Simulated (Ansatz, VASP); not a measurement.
# Two plane-wave programs on Al2Cu

Contents of POSCAR:

```
Al2Cu
1.0
    3.9653874331      0.0000000000      0.0000000000
    0.0000000000      3.9653874331      0.0000000000
    0.0000000000      0.0000000000      2.8513253939
Al Cu
2 1
Direct
    0.5000000000      0.0000000000      0.5000000000
    0.0000000000      0.5000000000      0.5000000000
    0.0000000000      0.0000000000      0.0000000000
```

File INCAR.step1:

```
SYSTEM = Al2Cu
ALGO = Normal
EDIFF = 1E-4
ENCUT = 520
GGA = PE
ISMEAR = 0
LASPH = .TRUE.
LCHARG = .FALSE.
LREAL = .FALSE.
LWAVE = .TRUE.
NBANDS = 16
NELM = 80
PREC = Accurate
SIGMA = 0.15
```

Contents of INCAR.step2:

```
SYSTEM = Al2Cu
ALGO = Normal
EDIFF = 1E-6
ENCUT = 520
ISIF = 2
ISMEAR = 0
ISTART = 1
LASPH = .TRUE.
LCHARG = .FALSE.
LMIXTAU = .TRUE.
LREAL = .FALSE.
LWAVE = .FALSE.
METAGGA = R2SCAN
NBANDS = 16
NELM = 80
PREC = Accurate
SIGMA = 0.15
```

The input KPOINTS:

```
k-points
0
G
  12 12 16
  0 0 0
```

Input for Ansatz:

```yaml
crystal:
  lattice:
    - [3.9653874331, 0.0, 0.0]
    - [0.0, 3.9653874331, 0.0]
    - [0.0, 0.0, 2.8513253939]
  atoms:
    - { symbol: Al, position: [0.5, 0.0, 0.5] }
    - { symbol: Al, position: [0.0, 0.5, 0.5] }
    - { symbol: Cu, position: [0.0, 0.0, 0.0] }
basis:
  ecutwfc: 500
kpoints:
  mp_grid: { grid: [12, 12, 16] }
hamiltonian:
  xc: r2scan
scf:
  occupations: { method: gaussian, width: 0.15 }
output:
  forces: true
  stress: true
  eigenvalues: true
```

Change from the starting cell: strain -0.030 along x and y, +0.000 along z, atoms carried along.

Alike in both runs: task single point; functional r2SCAN; k mesh 12 × 12 × 16; occupations gaussian, width 0.15 eV; no spin polarisation.

```csv
,VASP,Ansatz
version,VASP 6.6.1,Ansatz 0.2.0
potentials or method,"VASP PAW PBE potentials, release 64 (Al, Cu), cutoff 520 eV","scalar-relativistic, plane waves, PAW"
valence electrons in the cell,17,25
```

VASP gave:

```
gap on the k mesh at the Fermi level (eV)                     : none
pressure (GPa)                                                : 7.7
traceless stress, the component that is largest in VASP (GPa) : -2.89
```

Problem. What did Ansatz give for the same quantities?

Solution. gap on the k mesh at the Fermi level (eV): none; pressure (GPa): 7.2; traceless stress, the component that is largest in VASP (GPa): -2.93.

VASP's potentials were made for PBE, not for r2SCAN. A gap of «none» marks a metal or a gap that the smearing closes. With one functional, cell and mesh, what is left measures potentials, basis and numerics. VASP's potentials hold 17 valence electrons a cell and Ansatz's 25, so a difference there can come from the potentials and not from the codes.
